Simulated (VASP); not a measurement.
The system is MoSe.

```xyz
2
Lattice="0.0000 2.6758 2.6758 2.6758 0.0000 2.6758 2.6758 2.6758 0.0000" Properties=species:S:1:pos:R:3 pbc="T T T"
Mo    2.6758    2.6758    2.6758
Se    0.0000    0.0000    0.0000
```

Base run:

- Program: VASP 6.6.1
- Functional: PBE
- Potentials or basis: VASP PAW PBE potentials, release 64 (Mo_sv, Se)
- Cutoff: 520 eV
- k mesh: 12 × 12 × 12
- Occupations: gaussian, width 0.05 eV
- Spin: collinear spin, ferromagnetic start
- Starting moments: [2.2, 0.0] μB

Its results: pressure 0.2 GPa; net moment 2.58 μB per cell; site moments Mo +2.27; Se +0.01 μB.

The run is repeated on the same cell with these changes: moments at the start from [2.2, 0.0] to [0.5, 0.0]. What comes out?

Pressure -8.6 GPa; net moment -0.09 μB per cell; site moments Mo -0.09; Se +0.00 μB.
